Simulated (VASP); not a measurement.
# CdSe (F-43m) in VASP: vibrations by perturbation theory with LDA

Aim: the vibrations by perturbation theory of CdSe with LDA.

Everything below comes from runs of VASP 6.6.1. Logs are shortened: lines on timing, memory, paths and dates and some standing lists are left out, and cuts for length are marked.

**1. The cell of the first run**

Symmetry: F-43m, No. 216, cubic system. Conventional cell: a = 6.008 Å, b = 6.008 Å, c = 6.008 Å, α = 90.00°, β = 90.00°, γ = 90.00°. Cd (site symmetry -43m) has 4 Se at 2.60 Å within 3.4 Å. Se (site symmetry -43m) has 4 Cd at 2.60 Å within 3.4 Å.

**2. Vibrations by perturbation theory, LDA**

INCAR reads:

```
SYSTEM = CdSe
PREC = Accurate
ENCUT = 520
EDIFF = 1E-8
ISMEAR = 0
SIGMA = 0.01
LREAL = .False.
LASPH = .True.
NELM = 100
ALGO = Normal
ISIF = 2
LWAVE = .False.
LCHARG = .False.
GGA = CA
NBANDS = 16
IBRION = 8
NSW = 1
LEPSILON = .True.
```

KPOINTS reads:

```
Automatic mesh
0
Gamma
  10 10 10
  0 0 0
```

POSCAR reads:

```
CdSe
1.0
    0.0000000000      3.0039378305      3.0039378305
    3.0039378305      0.0000000000      3.0039378305
    3.0039378305      3.0039378305      0.0000000000
Cd Se
1 1
Direct
    0.0000000000      0.0000000000      0.0000000000
    0.2500000000      0.2500000000      0.2500000000
```

Potentials or basis: VASP PAW LDA potentials, release 64 (Cd, Se).

Launch:

```bash
$ cat potpaw_LDA.64/Cd/POTCAR potpaw_LDA.64/Se/POTCAR > POTCAR
$ mpirun -np 1 vasp_std > vasp.out
```

OUTCAR:

```text
SYSTEM = CdSe
   PREC = Accurate
   ENCUT = 520
   EDIFF = 1E-8
   ISMEAR = 0
   LREAL = .False.
   LASPH = .True.
   NELM = 100
   ISIF = 2
   GGA = CA
   IBRION = 8
   NSW = 1
   LEPSILON = .True.

 ion  position               nearest neighbor table
   1  0.000  0.000  0.000-   2 2.60   2 2.60   2 2.60   2 2.60
   2  0.250  0.250  0.250-   1 2.60   1 2.60   1 2.60   1 2.60

  LATTYP: Found a face centered cubic cell.
 ALAT       =     6.0078756610

  Lattice vectors:

 A1 = (   0.0000000000,   3.0039378305,   3.0039378305)
 A2 = (   3.0039378305,   0.0000000000,   3.0039378305)
 A3 = (   3.0039378305,   3.0039378305,   0.0000000000)

Analysis of symmetry for initial positions (statically):
=====================================================================
 Subroutine PRICEL returns:
 Original cell was already a primitive cell.

 Routine SETGRP: Setting up the symmetry group for a
 face centered cubic supercell.

 Subroutine GETGRP returns: Found 24 space group operations
 (whereof 24 operations were pure point group operations)
 out of a pool of 48 trial point group operations.

The static configuration has the point symmetry T_d .

Analysis of symmetry for dynamics (positions and initial velocities):
=====================================================================
 Subroutine PRICEL returns:
 Original cell was already a primitive cell.

 Routine SETGRP: Setting up the symmetry group for a
 face centered cubic supercell.

 Subroutine GETGRP returns: Found 24 space group operations
 (whereof 24 operations were pure point group operations)
 out of a pool of 48 trial point group operations.

The dynamic configuration has the point symmetry T_d .

 Subroutine INISYM returns: Found 24 space group operations
 (whereof 24 operations are pure point group operations),
 and found     1 'primitive' translations

----------------------------------------------------------------------------------------

                                     Primitive cell

  volume of cell :      54.2129

  direct lattice vectors                    reciprocal lattice vectors
     0.000000000  3.003937830  3.003937830    -0.166448185  0.166448185  0.166448185
     3.003937830  0.000000000  3.003937830     0.166448185 -0.166448185  0.166448185
     3.003937830  3.003937830  0.000000000     0.166448185  0.166448185 -0.166448185

  length of vectors
     4.248209620  4.248209620  4.248209620     0.288296713  0.288296713  0.288296713

  position of ions in fractional coordinates (direct lattice)
     0.000000000  0.000000000  0.000000000
     0.250000000  0.250000000  0.250000000

  ion indices of the primitive-cell ions
   primitive index   ion index
                 1           1
                 2           2

----------------------------------------------------------------------------------------

 KPOINTS: Automatic mesh

Automatic generation of k-mesh.
 Grid dimensions read from file:
 generate k-points for:   10   10   10

[... 605 lines left out ...]
 ------------------------------------------------------

 Free energy of the ion-electron system (eV)
  ---------------------------------------------------
  ---------------------------------------------------
  free energy    TOTEN  =        -1.95533979 eV

  energy without entropy =       -1.95533979

------------------------ aborting loop because EDIFF is reached ----------------------------------------

--------------------------------------- Ionic step        2  -------------------------------------------

------------------------ aborting loop because EDIFF is reached ----------------------------------------

--------------------------------------- Ionic step        3  -------------------------------------------

------------------------ aborting loop because EDIFF is reached ----------------------------------------

 PIEZOELECTRIC TENSOR FIELD DIRECTION 3  (e Angst)
 -----------------------------------------------------------------------------
    -0.00107 -2.40397  0.00000           (  0.00000  0.04440  0.00000)
    -2.40397 -0.00107  0.00000           (  0.04440  0.00000  0.00000)
     0.00000  0.00000 -0.00057           (  0.00000  0.00000 -0.00000)

 PIEZOELECTRIC TENSOR FIELD DIRECTION 3  (C/m^2)
 -----------------------------------------------------------------------------
    -0.00032 -0.71045  0.00000
    -0.71045 -0.00032  0.00000
     0.00000  0.00000 -0.00017

--------------------------------------- Ionic step        4  -------------------------------------------

------------------------ aborting loop because EDIFF is reached ----------------------------------------

[... ionic steps 5 to 6 ...]

--------------------------------------- Ionic step        7  -------------------------------------------

 Free energy of the ion-electron system (eV)
  ---------------------------------------------------
  ---------------------------------------------------
  free energy    TOTEN  =        -0.08445679 eV

  energy without entropy =       -0.08445679

------------------------ aborting loop because EDIFF is reached ----------------------------------------

 INTERNAL STRAIN TENSOR  FOR ION    2  DIRECTION 1   (eV/Angst):
 -----------------------------------------------------------------------------
     0.00970  0.00000  0.00000
     0.00000 -0.00220 -7.09901
     0.00000 -7.09901 -0.00220

 MACROSCOPIC STATIC DIELECTRIC TENSOR (including local field effects in DFT)
 ------------------------------------------------------
          13.620849     0.000000    -0.000000
          -0.000000    13.620849     0.000000
           0.000000    -0.000000    13.620849
 ------------------------------------------------------

 PIEZOELECTRIC TENSOR (including local field effects)  for field in x, y, z        (e  Angst)
          XX          YY          ZZ          XY          YZ          ZX
  --------------------------------------------------------------------------------
  x     0.00000    -0.00000    -0.00000     0.00000    -2.41651     0.00000
  y    -0.00000    -0.00000     0.00000     0.00000     0.00000    -2.41651
  z     0.00000    -0.00000    -0.00000    -2.41651     0.00000     0.00000

 PIEZOELECTRIC TENSOR (including local field effects)  for field in x, y, z        (C/m^2)
          XX          YY          ZZ          XY          YZ          ZX
  --------------------------------------------------------------------------------
  x     0.00000    -0.00000    -0.00000     0.00000    -0.71416     0.00000
  y    -0.00000    -0.00000     0.00000     0.00000     0.00000    -0.71416
  z     0.00000    -0.00000    -0.00000    -0.71416     0.00000     0.00000

 BORN EFFECTIVE CHARGES (including local field effects) (in |e|, cummulative output)
 ---------------------------------------------------------------------------------
 ion    1
    1     2.28407     0.00000    -0.00000
    2    -0.00000     2.28407    -0.00000
    3    -0.00000     0.00000     2.28407
 ion    2
    1    -2.28407    -0.00000     0.00000
    2     0.00000    -2.28407     0.00000
    3     0.00000    -0.00000    -2.28407

 INTERNAL STRAIN TENSOR FOR ION    2 for displacements in x,y,z  (eV/Angst):
          X           Y           Z          XY          YZ          ZX
  --------------------------------------------------------------------------------
  x     0.00000    -0.00000    -0.00000     0.00000    -7.09901     0.00000
  y     0.00000    -0.00000     0.00000     0.00000     0.00000    -7.09901
  z    -0.00000    -0.00000     0.00000    -7.09901     0.00000     0.00000

 SECOND DERIVATIVES (NOT SYMMETRIZED)
 ------------------------------------
               1X          1Y          1Z          2X          2Y          2Z
  1X    -5.398887    0.000000    0.000000    5.398887    0.000000    0.000000
  1Y     0.000000   -5.398887    0.000000    0.000000    5.398887    0.000000
  1Z     0.000000    0.000000   -5.398887    0.000000    0.000000    5.398887
  2X     5.443595    0.000000    0.000000   -5.443595    0.000000    0.000000
  2Y     0.000000    5.443595    0.000000    0.000000   -5.443595    0.000000
  2Z     0.000000    0.000000    5.443595    0.000000    0.000000   -5.443595

 Eigenvectors and eigenvalues of the dynamical matrix
 ----------------------------------------------------

   1 f  =    5.346721 THz    33.594439 2PiTHz  178.347418 cm-1    22.112252 meV
             X         Y         Z           dx          dy          dz
      0.000000  0.000000  0.000000    -0.633136    0.098714    0.000000
      1.501969  1.501969  1.501969     0.758556   -0.118268    0.000000
[... 21 lines left out ...]
   6 f/i=    0.010846 THz     0.068146 2PiTHz    0.361778 cm-1     0.044855 meV
             X         Y         Z           dx          dy          dz
      0.000000  0.000000  0.000000     0.000000    0.000000    0.767721
      1.501969  1.501969  1.501969     0.000000    0.000000    0.640785

--------------------------------------------------------------------------------------------------------

 MACROSCOPIC STATIC DIELECTRIC TENSOR IONIC CONTRIBUTION
 ------------------------------------------------------
           3.212030    -0.000000    -0.000000
          -0.000000     3.212030    -0.000000
          -0.000000    -0.000000     3.212030
 ------------------------------------------------------

 ELASTIC MODULI CONTR FROM IONIC RELAXATION (kBar)
 Direction    XX          YY          ZZ          XY          YZ          ZX
 --------------------------------------------------------------------------------
 XX          -0.0000      0.0000      0.0000     -0.0000      0.0000      0.0000
 YY           0.0000     -0.0000      0.0000     -0.0000     -0.0000     -0.0000
 ZZ           0.0000      0.0000     -0.0000      0.0000     -0.0000      0.0000
 XY          -0.0000     -0.0000      0.0000   -279.2316      0.0000      0.0000
 YZ           0.0000     -0.0000     -0.0000      0.0000   -279.2316      0.0000
 ZX           0.0000     -0.0000      0.0000      0.0000      0.0000   -279.2316
 --------------------------------------------------------------------------------

 PIEZOELECTRIC TENSOR IONIC CONTR  for field in x, y, z        (C/m^2)
          XX          YY          ZZ          XY          YZ          ZX
  --------------------------------------------------------------------------------
  x    -0.00000     0.00000     0.00000    -0.00000     0.89114     0.00000
  y    -0.00000     0.00000    -0.00000    -0.00000    -0.00000     0.89114
  z     0.00000     0.00000    -0.00000     0.89114    -0.00000     0.00000
```

Wall time 21 min (1 thread of Intel Xeon 8259CL, shared host); peak memory 0.47 GiB.

What came out:

| Property | Result |
| --- | --- |
| Electronic dielectric tensor (diagonal) | 13.62 |
| Born charges (mean of the diagonal) | Cd +2.28; Se -2.28 e |
| Highest phonon frequency at Γ, LO-TO splitting left out | 178 cm⁻¹ |

Phonon frequencies in cm⁻¹ (negative: imaginary):
```csv
q point,frequencies
"(0.000, 0.000, 0.000)",0 0 0 178 178 178
```

Electronic dielectric tensor:
```
13.62  0.00  0.00
 0.00 13.62  0.00
 0.00  0.00 13.62
```

Born effective charge tensors (e):
atom 1, Cd
```
2.28 0.00 0.00
0.00 2.28 0.00
0.00 0.00 2.28
```
atom 2, Se
```
-2.28  0.00  0.00
 0.00 -2.28  0.00
 0.00  0.00 -2.28
```
